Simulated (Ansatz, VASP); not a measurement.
**Two plane-wave programs on Hg**

INCAR

```
SYSTEM = Hg
  ALGO = Fast
  EDIFF = 1E-6
  ENCUT = 520
  GGA = PS
  ISIF = 2
  ISMEAR = 0
  IVDW = 12
  LASPH = .True.
  LCHARG = .False.
  LREAL = .False.
  LWAVE = .False.
  NBANDS = 19
  NELM = 80
  PREC = Accurate
  SIGMA = 0.15
```

File KPOINTS:

```
k-points
0
Gamma
  18 18 10
  0 0 0
```

POSCAR

```
Hg
1.0
    3.3236910907      0.0000000000      0.0000000000
   -1.6618455453      2.8784009189      0.0000000000
    0.0000000000      0.0000000000      4.9167362304
Hg
2
Direct
    0.6666666667      0.3333333333      0.7500000000
    0.3333333333      0.6666666667      0.2500000000
```

Input for Ansatz:

```yaml
crystal:
  lattice:
    - [3.3236910907, 0.0, 0.0]
    - [-1.6618455453, 2.8784009189, 0.0]
    - [0.0, 0.0, 4.9167362304]
  atoms:
    - { symbol: Hg, position: [0.6666666667, 0.3333333333, 0.75] }
    - { symbol: Hg, position: [0.3333333333, 0.6666666667, 0.25] }
basis:
  ecutwfc: 420
kpoints:
  mp_grid: { grid: [18, 18, 10] }
hamiltonian:
  xc: pbesol
  dispersion: d3bj
scf:
  occupations: { method: gaussian, width: 0.15 }
output:
  forces: true
  stress: true
  eigenvalues: true
```

Alike in both runs: task single point; functional PBEsol; dispersion D3(BJ); k mesh 18 × 18 × 10; occupations gaussian, width 0.15 eV; no spin polarisation.

```csv
,VASP,Ansatz
version,VASP 6.6.1,Ansatz 0.2.0
potentials or method,"VASP PAW PBE potentials, release 64 (Hg), cutoff 520 eV","scalar-relativistic, plane waves, PAW"
valence electrons in the cell,24,40
```

```tsv
	VASP	Ansatz	Ansatz less VASP
gap on the k mesh at the Fermi level (eV)	none	none	-
pressure (GPa)	-2.4	-2.8	-0.38
traceless stress, the component that is largest in VASP (GPa)	-0.16	-0.26	-0.102
```

VASP's potentials were made for PBE, not for PBEsol. A gap of «none» marks a metal or a gap that the smearing closes. VASP's potentials hold 24 valence electrons a cell and Ansatz's 40, so a difference there can come from the potentials and not from the codes.

Spin-orbit coupling is off throughout.
